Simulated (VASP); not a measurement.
Wanted: the native input for a VASP 6.6.1 run.

```
Task                   : relaxation of cell and atoms
Functional             : PBE
Potentials or basis    : VASP PAW PBE potentials, release 64 (Mo_sv)
Cutoff                 : 500 eV
k mesh                 : 23 × 23 × 23
Occupations            : fermi-dirac, width 0.05 eV
Spin                   : no spin polarisation
Dipole correction      : no
Further INCAR settings : ALGO = Normal; EDIFF = 1e-07; IBRION = 2; EDIFFG = -0.003; NSW = 100; ISIF = 3
```

The structure of Mo lies in POSCAR:

```
Mo
1.0
   -1.5736500000      1.5736500000      1.5736500000
    1.5736500000     -1.5736500000      1.5736500000
    1.5736500000      1.5736500000     -1.5736500000
Mo
1
Direct
    0.0000000000      0.0000000000      0.0000000000
```

The input as run:

INCAR

```
SYSTEM = Mo
ALGO     = Normal         ! electronic algorithm
EDIFF    = 1E-7           ! SCF threshold, eV
EDIFFG   = -0.003         ! ionic threshold
ENCUT    = 500            ! plane-wave cutoff, eV
GGA      = PE             ! functional
GGA_COMPAT= .False.      
IBRION   = 2              ! ionic algorithm
ISIF     = 3              ! what is computed and relaxed
ISMEAR   = -1             ! smearing method
LASPH    = .True.         ! aspherical terms in the spheres
LCHARG   = .False.        ! write CHGCAR
LREAL    = .False.        ! projectors in reciprocal space
LWAVE    = .False.        ! write WAVECAR
NELM     = 120            ! most SCF steps
NELMIN   = 4            
NSW      = 100            ! ionic steps
PREC     = Accurate       ! precision mode
SIGMA    = 0.05           ! smearing width, eV
```

KPOINTS

```
k-points
0
Gamma
  23 23 23
  0 0 0
```

Potentials or basis: VASP PAW PBE potentials, release 64 (Mo_sv).

The run is started by

```console
$ cat potpaw_PBE.64/Mo_sv/POTCAR > POTCAR
$ mpirun -np 1 vasp_std > vasp.out
```

It gave:

| Quantity | Value |
| --- | --- |
| Relaxed volume | 15.82 Å³/atom |
| Relaxed cell | a = 2.739 Å, b = 2.739 Å, c = 2.739 Å, α = 109.47°, β = 109.47°, γ = 109.47° |
| Space group after relaxing (to 0.05 Å) | Im-3m (No. 229) |
| Energy gained by relaxing | 2.9 meV/atom |
| Ionic steps | 4 |
| Pressure after relaxing | 0.0 GPa |
| Band gap on the k mesh | zero (band 7 reaches 16.18 eV, above the bottom of band 8 at 11.06 eV) |

It took 87 s on 1 thread of Intel Xeon 6975P-C, with other jobs on the host, peak memory 0.18 GiB.
